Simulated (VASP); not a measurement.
# Mo (C2/c) in VASP: notebook

Mo is run at these levels: PBEsol; tasks: single point.

All numbers are computed with VASP 6.6.1; they aren't measurements. Logs are shortened: lines on timing, memory, paths and dates and some standing lists are left out, and cuts for length are marked.

## (1) The cell of the first run

The typed cell holds 2 atoms: a = 2.987 Å, b = 2.987 Å, c = 4.617 Å, α = 97.18°, β = 97.18°, γ = 127.87°.

## (2) Single point, PBEsol

Input file INCAR:

```
  PREC = Accurate
  ENCUT = 520
  EDIFF = 1E-6
  ISMEAR = -1
  SIGMA = 0.1
  LREAL = False
  LASPH = True
  NELM = 100
  ALGO = Normal
  ISIF = 2
  LWAVE = False
  LCHARG = True
  GGA = PS
  LELF = True
  LVHAR = True
  NBANDS = 21
```

Input file KPOINTS:

```
regular mesh
0
Gamma
  15 15 8
```

Input file POSCAR:

```
Mo
1.0
   -1.8974864381      1.8972516161      1.3124666747
    1.8972516161     -1.8974864381      1.3124666747
    3.1300867309      3.1300867309     -1.3128967516
Mo
2
Direct
    0.9999516566      0.0000483434      0.0000000000
    0.7500483434      0.2499516566      0.5000000000
```

Potentials or basis: VASP PAW PBE potentials, release 64 (Mo_sv).

Launch:

```bash
$ cat potpaw_PBE.64/Mo_sv/POTCAR > POTCAR
$ mpirun -np 1 vasp_std > vasp.out
```

OUTCAR:

```text
PREC = Accurate
   ENCUT = 520
   EDIFF = 1E-6
   ISMEAR = -1
   LREAL = False
   LASPH = True
   NELM = 100
   ISIF = 2
   GGA = PS

 ion  position               nearest neighbor table
   1  1.000  0.000  0.000-   2 2.67   2 2.67   2 2.67   2 2.67   2 3.25   2 3.25   2 3.25   2 3.25

   2  0.750  0.250  0.500-   1 2.67   1 2.67   1 2.67   1 2.67   1 3.25   1 3.25   1 3.25   1 3.25

  Warning from LATTYP: Got some problem with cell dimensions!
  Tried to take original basis but could not verify dimensions!
  LATTYP: Found a base centered monoclinic cell.
 ALAT       =     2.6249333704
 B/A-ratio  =     2.0444595213
 C/A-ratio  =     1.7587655123
 COS(beta)  =    -0.2840758552

  Lattice vectors:

 A1 = (   1.8974864381,  -1.8972516161,  -1.3124666747)
 A2 = (  -1.8972516161,   1.8974864381,  -1.3124666747)
 A3 = (   3.1298519089,   3.1298519089,   1.3120365978)

Analysis of symmetry for initial positions (statically):
=====================================================================
 Subroutine PRICEL returns:
 Original cell was already a primitive cell.

 Routine SETGRP: Setting up the symmetry group for a
 base centered monoclinic supercell.

 Subroutine GETGRP returns: Found  4 space group operations
 (whereof  2 operations were pure point group operations)
 out of a pool of  4 trial point group operations.

The static configuration has the point symmetry C_2 .
 The point group associated with its full space group is C_2h.

Analysis of symmetry for dynamics (positions and initial velocities):
=====================================================================
 Subroutine PRICEL returns:
 Original cell was already a primitive cell.

 Routine SETGRP: Setting up the symmetry group for a
 base centered monoclinic supercell.

 Subroutine GETGRP returns: Found  4 space group operations
 (whereof  2 operations were pure point group operations)
 out of a pool of  4 trial point group operations.

The dynamic configuration has the point symmetry C_2 .
 The point group associated with its full space group is C_2h.

 Subroutine INISYM returns: Found  4 space group operations
 (whereof  2 operations are pure point group operations),
 and found     1 'primitive' translations

----------------------------------------------------------------------------------------

                                     Primitive cell

  volume of cell :      31.1774

  direct lattice vectors                    reciprocal lattice vectors
    -1.897486438  1.897251616  1.312466675    -0.051862239  0.211660562  0.380976349
     1.897251616 -1.897486438  1.312466675     0.211660562 -0.051862239  0.380976349
     3.130086731  3.130086731 -1.312896752     0.159745977  0.159745977  0.000028581

  length of vectors
     2.987070011  2.987070011  4.617205190     0.438899606  0.438899606  0.225914929

  position of ions in fractional coordinates (direct lattice)
     0.999951657  0.000048343  1.000000000
     0.750048343  0.249951657  0.500000000

  ion indices of the primitive-cell ions
   primitive index   ion index
                 1           1
                 2           2

----------------------------------------------------------------------------------------

 KPOINTS: regular mesh

Automatic generation of k-mesh.
 Grid dimensions read from file:
 generate k-points for:   15   15    8

 Generating k-lattice:

  Cartesian coordinates                     Fractional coordinates (reciprocal lattice)
    -0.003457483  0.014110704  0.025398423     0.066666667  0.000000000  0.000000000
     0.014110704 -0.003457483  0.025398423     0.000000000  0.066666667  0.000000000
     0.019968247  0.019968247  0.000003573    -0.000000000 -0.000000000  0.125000000

  Length of vectors
     0.029259974  0.029259974  0.028239366

  Shift w.r.t. Gamma in fractional coordinates (k-lattice)
     0.000000000  0.000000000  0.000000000

 Subroutine IBZKPT returns following result:
 ===========================================

 Found    488 irreducible k-points:

 Following reciprocal coordinates:
            Coordinates               Weight
  0.000000  0.000000  0.000000      1.000000
  0.066667 -0.000000  0.000000      4.000000
  0.133333 -0.000000  0.000000      4.000000
  0.200000  0.000000  0.000000      4.000000
  0.266667 -0.000000  0.000000      4.000000
  0.333333  0.000000  0.000000      4.000000
[... 16 lines left out ...]
  0.133333  0.133333  0.000000      2.000000
  0.200000  0.133333  0.000000      4.000000
 [... further k-points ...]
   k-points           NKPTS =    488   k-points in BZ     NKDIM =    488   number of bands    NBANDS=     21
   number of dos      NEDOS =    301   number of ions     NIONS =      2
   total plane-waves  NPLWV =  20736
   dimension x,y,z NGX =    24 NGY =   24 NGZ =   36
   dimension x,y,z NGXF=    48 NGYF=   48 NGZF=   72
   ions per type =               2
   NGX,Y,Z   is equivalent  to a cutoff of  13.36, 13.36, 12.96 a.u.
   NGXF,Y,Z  is equivalent  to a cutoff of  26.71, 26.71, 25.92 a.u.
 SYSTEM =  unknown system
   PREC   = accura    normal or accurate (medium, high low for compatibility)
   ISTART =      0    job   : 0-new  1-cont  2-samecut
   ICHARG =      2    charge: 1-file 2-atom 10-const
   ISPIN  =      1    spin polarized calculation?
   LNONCOLLINEAR =      F non collinear calculations
   LSORBIT =      F    spin-orbit coupling
   LASPH  =      T    aspherical Exc in radial PAW
   ENCUT  =  520.0 eV  38.22 Ry    6.18 a.u.   5.55  5.55  8.58*2*pi/ulx,y,z
   NELM   =    100;   NELMIN=  2; NELMDL= -5     # of ELM steps
   EDIFF  = 0.1E-05   stopping-criterion for ELM
   LREAL  =      F    real-space projection
   EDIFFG = 0.1E-04   stopping-criterion for IOM
   NSW    =      0    number of steps for IOM
   IBRION =     -1    ionic relax: 0-MD 1-quasi-New 2-CG
   NFREE  =      0    steps in history (QN), initial steepest desc. (CG)
   ISIF   =      2    stress and relaxation
   ISYM   =      2    0-nonsym 1-usesym 2-fastsym
   POTIM  = 0.5000    time-step for ionic-motion
   TEBEG  =    0.0;   TEEND  =   0.0 temperature during run
   PSTRESS=    0.0 pullay stress
   NELECT =      28.0000    total number of electrons
   NUPDOWN=      -1.0000    fix difference up-down
   EMIN   =  10.00;   EMAX   =-10.00  energy-range for DOS
   EFERMI =   0.00;   METHOD = LEGACY
   ISMEAR =    -1;   SIGMA  =   0.10  broadening in eV -4-tet -1-fermi 0-gaus
   EFERMI_NEDOS =   21; number of points for ismear=-14 and -15
   IALGO  =     38    algorithm
   IMIX   =      4    mixing-type and parameters
     AMIX     =   0.40;   BMIX     =  1.00
     AMIX_MAG =   1.60;   BMIX_MAG =  1.00
  volume/ion in A,a.u.               =      15.59       105.20
  Fermi-wavevector in a.u.,A,eV,Ry     =   1.579480  2.984784 33.943229  2.494757
  Thomas-Fermi vector in A             =   2.679853
   LORBIT       =      0    0 simple, 1 ext, 2 COOP (PROOUT), +10 PAW based schemes
   GGA     = PS    functional components
   LHFCALC =     F    Hartree Fock is set to
   AEXX    =    0.0000 exact exchange contribution
   IVDW    =     0    specifies the selected vdW correction
   LEPSILON=     F    determine dielectric tensor
   LRPA    =     F    only Hartree local field effects (RPA)
 non-spin polarized calculation
  energy-cutoff  :      520.00
  volume of cell :       31.18
 maximum number of plane-waves:       861
   NGX = 11   NGY = 11   NGZ = 17

 number of electron      27.9999999 magnetization

 Free energy of the ion-electron system (eV)
  ---------------------------------------------------
  ext. energy  EPLUGINS =         0.00000000
  ---------------------------------------------------
  free energy    TOTEN  =       -23.10363991 eV

  energy without entropy =      -23.05600650  energy(sigma->0) =      -23.07982320

 E-fermi :  12.3093     XC(G=0): -13.5201

 val. band max:       12.3001511136   @ k =  -0.1333  -0.2667   0.3750
 cond. band min:      12.3152134825   @ k =  -0.0667  -0.2000   0.2500
 fundamental gap:      0.0150623689
 Fermi energy:        12.3092779487

 k-point     1 :       0.0000    0.0000    0.0000
  band No.  band energies     occupation
      1     -48.6388      2.00000
      2     -48.3232      2.00000
      3     -23.4123      2.00000
      4     -22.4391      2.00000
      5     -22.0216      2.00000
      6     -21.8572      2.00000
[... 13 lines left out ...]
     20      16.6134      0.00000
     21      24.4236      0.00000

 k-point     2 :       0.0667   -0.0000    0.0000
  band No.  band energies     occupation
      1     -48.6267      2.00000
      2     -48.3172      2.00000
      3     -23.3898      2.00000
      4     -22.4452      2.00000
      5     -22.0355      2.00000
      6     -21.9186      2.00000
[... 13 lines left out ...]
     20      16.8255      0.00000
     21      24.1301      0.00000

 k-point     3 :       0.1333   -0.0000    0.0000
  band No.  band energies     occupation
      1     -48.5922      2.00000
      2     -48.3003      2.00000
      3     -23.3262      2.00000
      4     -22.4641      2.00000
      5     -22.1369      2.00000
      6     -22.0880      2.00000
[... 13 lines left out ...]
     20      17.8497      0.00000
     21      24.0322      0.00000

 k-point     4 :       0.2000    0.0000    0.0000
  band No.  band energies     occupation
      1     -48.5403      2.00000
      2     -48.2760      2.00000
      3     -23.2341      2.00000
      4     -22.5166      2.00000
      5     -22.3728      2.00000
      6     -22.3223      2.00000
[... 13 lines left out ...]
     20      19.0338      0.00000
     21      24.0373      0.00000

 k-point     5 :       0.2667   -0.0000    0.0000
  band No.  band energies     occupation
      1     -48.4787      2.00000
      2     -48.2492      2.00000
      3     -23.1392      2.00000
      4     -22.7449      2.00000
      5     -22.5893      2.00000
      6     -22.4524      2.00000
[... 13 lines left out ...]
     20      19.8053      0.00000
     21      24.2901      0.00000
[... 382 lines left out ...]
     20      17.9317      0.00000
     21      23.7800      0.00000

 k-point    22 :      -0.0667    0.0667    0.0000
  band No.  band energies     occupation
      1     -48.6321      2.00000
      2     -48.3232      2.00000
      3     -23.3933      2.00000
      4     -22.4645      2.00000
      5     -22.0569      2.00000
      6     -21.8797      2.00000
[... 13 lines left out ...]
     20      17.2381      0.00000
     21      23.9160      0.00000

 k-point    23 :       0.1333    0.1333    0.0000
  band No.  band energies     occupation
      1     -48.4979      2.00000
      2     -48.2476      2.00000
      3     -23.1727      2.00000
      4     -22.6790      2.00000
      5     -22.5879      2.00000
      6     -22.4341      2.00000
[... 13 lines left out ...]
     20      19.2602      0.00000
     21      24.4486      0.00000

 k-point    24 :       0.2000    0.1333    0.0000
  band No.  band energies     occupation
      1     -48.4396      2.00000
      2     -48.2222      2.00000
      3     -23.0930      2.00000
      4     -22.9574      2.00000
      5     -22.8152      2.00000
      6     -22.4605      2.00000
[... 13 lines left out ...]
     20      19.7711      0.00000
     21      24.7922      0.00000

 [... further k-points ...]
[... 5 lines left out ...]
  --------------------------------------------------------------------------------------
  -------------------------------------------------------------------------------------
  Total        0.0979542      0.0979542      0.0687387      0.0196884     -0.0019120     -0.0019120
  in kB        5.0337719      5.0337719      3.5324172      1.0117677     -0.0982537     -0.0982534
  external PRESSURE =       4.5333204 kB  Pullay stress =       0.0000000 kB

 VOLUME and BASIS-vectors are now :
 -----------------------------------------------------------------------------
  energy-cutoff  :      520.00
  volume of cell :       31.18
      direct lattice vectors                 reciprocal lattice vectors
    -1.897486438  1.897251616  1.312466675    -0.051862239  0.211660562  0.380976349
     1.897251616 -1.897486438  1.312466675     0.211660562 -0.051862239  0.380976349
     3.130086731  3.130086731 -1.312896752     0.159745977  0.159745977  0.000028581

 POSITION                                       TOTAL-FORCE (eV/Angst)
 -----------------------------------------------------------------------------------
     -1.89730      1.89707      1.31247        -0.002447      0.002447     -0.000000
      0.61606      2.51379      0.65602         0.002447     -0.002447      0.000000
 -----------------------------------------------------------------------------------
    total drift:                               -0.000000      0.000000      0.000000

  FREE ENERGIE OF THE ION-ELECTRON SYSTEM (eV)
  ---------------------------------------------------
  free  energy   TOTEN  =       -23.1036399067 eV

  energy  without entropy=      -23.0560065024  energy(sigma->0) =      -23.07982320
```

Wall time 5.4 min (1 thread of Intel Xeon 8259CL, shared host); peak memory 0.35 GiB.

Results:

```yaml
Free_energy: -23.1036 eV
Pressure: 0.5 GPa
Largest_force: 0.003 eV/Å
Band_gap_on_the_k_mesh: zero (band 14 reaches 13.47 eV, above the bottom of band 15 at 11.82 eV)
```

Forces on the atoms (eV/Å):
```
Mo  -0.002  0.002  0.000
Mo   0.002 -0.002  0.000
```

Levels at points of the mesh, in eV from the Fermi level:
```csv
k point,band 12,band 13,band 14,band 15,band 16,band 17
"(0.00, 0.00, 0.00)",-2.28,-1.18,0.43,0.87,0.92,2.04
"(0.00, 0.00, 0.50)",-2.18,-1.47,-1.47,0.31,0.31,1.48
```

Caveat: the PAW data sets were made with another functional, which shifts forces and pressure a little.

(Continued in part 2 of 2.)
